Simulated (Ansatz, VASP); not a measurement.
## KBr in VASP and in Ansatz

```
K Br
1.0
     5.61858    0.00000    0.00000
    -2.80929    4.86583    0.00000
     0.00000    0.00000    6.55383
K Br
2 2
Direct
  0.33333 0.66667 0.93750
  0.66667 0.33333 0.43750
  0.33333 0.66667 0.43750
  0.66667 0.33333 0.93750
```

Alike in both runs: task single point; functional PBE; k mesh 6 × 6 × 4; no spin polarisation.

```csv
,VASP,Ansatz
version,VASP 6.6.1,Ansatz 0.2.0
potentials or method,"VASP PAW PBE potentials, release 64 (K_sv, Br)","plane waves, PAW"
plane-wave cutoff (eV),520,420
occupations,"gaussian, width 0.01 eV",fixed
valence electrons in the cell,32,32
```

|  | VASP | Ansatz | Ansatz less VASP |
| --- | --- | --- | --- |
| gap on the k mesh at the Fermi level (eV) | 4.19 | 4.19 | +0.001 |
